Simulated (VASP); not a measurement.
## Cd3Se: relaxation of cell and atoms with PBEsol

The system is Cd3Se.

```xyz
4
Lattice="-2.0410 2.0410 6.0871 2.0410 -2.0410 6.0871 2.0410 2.0410 -6.0871" Properties=species:S:1:pos:R:3 pbc="T T T"
Cd    0.0000    0.0000    6.0871
Cd    2.0410    0.0000    3.0435
Cd    0.0000    2.0410    3.0435
Se    0.0000    0.0000    0.0000
```

| Item | Value |
| --- | --- |
| Program | VASP 6.6.1 |
| Task | relaxation of cell and atoms |
| Functional | PBEsol |
| Potentials or basis | VASP PAW PBE potentials, release 64 (Cd, Se) |
| Cutoff | 600 eV |
| k mesh | 9 × 9 × 9 |
| Occupations | fermi-dirac, width 0.05 eV |
| Spin | no spin polarisation |
| Dipole correction | no |
| Further INCAR settings | ALGO = Normal; EDIFF = 1e-06; IBRION = 2; EDIFFG = -0.01; NSW = 60; ISIF = 3 |

- Relaxed volume: 23.18 Å³/atom
- Relaxed cell: a = 6.509 Å, b = 6.509 Å, c = 6.509 Å, α = 144.46°, β = 144.46°, γ = 51.15°
- Space group after relaxing (to 0.1 Å): I4/mmm (No. 139)
- Energy gained by relaxing: 25.6 meV/atom
- Ionic steps: 9
- Pressure after relaxing: 0.0 GPa
- Band gap on the k mesh: zero (bands 21 and 22 overlap by 1.67 eV)

The path:
| step | energy change (eV) | largest force (eV/Å) | pressure (GPa) | volume (Å³) |
| --- | --- | --- | --- | --- |
| 1 | 0.0000 | 0.0000 | -3.56 | 101.42 |
| 2 | -0.0954 | 0.0000 | 0.33 | 93.37 |
| 3 | -0.0966 | 0.0000 | -0.11 | 94.11 |
| 4 | -0.0966 | 0.0000 | -0.21 | 94.26 |
| 5 | -0.0991 | 0.0000 | -0.18 | 93.88 |
| 6 | -0.1021 | 0.0000 | -0.07 | 92.97 |
| 7 | -0.1022 | 0.0000 | -0.06 | 92.77 |
| 8 | -0.1022 | 0.0000 | 0.07 | 92.60 |
| 9 | -0.1022 | 0.0000 | 0.00 | 92.70 |

Final structure:
```
CELL_PARAMETERS angstrom
-1.98676 1.98676 5.87152
1.98676 -1.98676 5.87152
1.98676 1.98676 -5.87152
ATOMIC_POSITIONS crystal
Cd 0.50000 0.50000 0.00000
Cd 0.25000 0.75000 0.50000
Cd 0.75000 0.25000 0.50000
Se 0.00000 0.00000 0.00000
```

Levels at points of the mesh, in eV from the Fermi level:
```csv
k point,band 18,band 19,band 20,band 21,band 22,band 23,band 24,band 25
"(0.00, 0.00, 0.00)",-4.05,-2.16,-2.16,-0.46,2.46,2.71,2.71,4.74
```

Wall time 20 min on 1 thread of Intel(R) Xeon(R) 6975P-C (Granite Rapids), with other jobs on the host, peak memory 0.54 GiB.

Caveat: the PAW data sets were made with another functional, which shifts forces and pressure a little.
